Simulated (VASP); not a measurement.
A run of VASP 6.6.1 is set up as follows.

File INCAR:

```
SYSTEM = In3Se
PREC = Accurate
ENCUT = 600
EDIFF = 1E-7
ISMEAR = 0
SIGMA = 0.1
LREAL = .False.
LASPH = .True.
NELM = 80
ALGO = Normal
ISIF = 3
LWAVE = .False.
LCHARG = .False.
GGA = PS
IVDW = 12
IBRION = 2
NSW = 100
EDIFFG = -0.005
```

Contents of KPOINTS:

```
regular mesh
0
Gamma
  10 10 10
  0 0 0
```

Contents of POSCAR:

```
In3Se
1.0
    4.5878535042      0.0000000000      0.0000000000
    0.0000000000      4.5878535042      0.0000000000
    0.0000000000      0.0000000000      4.5878535042
In Se
3 1
Direct
    0.0000000000      0.5000000000      0.5000000000
    0.5000000000      0.0000000000      0.5000000000
    0.5000000000      0.5000000000      0.0000000000
    0.0000000000      0.0000000000      0.0000000000
```

Potentials or basis: VASP PAW PBE potentials, release 64 (In_d, Se).

Run with:

```bash
$ cat potpaw_PBE.64/In_d/POTCAR potpaw_PBE.64/Se/POTCAR > POTCAR
$ mpirun -np 1 vasp_std > vasp.out
```

What does it give for the dispersion energy per atom?

-0.370 eV.

What does it give for the space group after relaxing (to 0.1 Å)?

Pm-3m (No. 221).

Final structure:
```
In Se
1.0
     4.58898    0.00000    0.00000
     0.00000    4.58898    0.00000
     0.00000    0.00000    4.58898
In Se
3 1
Direct
  0.00000 0.50000 0.50000
  0.50000 0.00000 0.50000
  0.50000 0.50000 0.00000
  0.00000 0.00000 0.00000
```
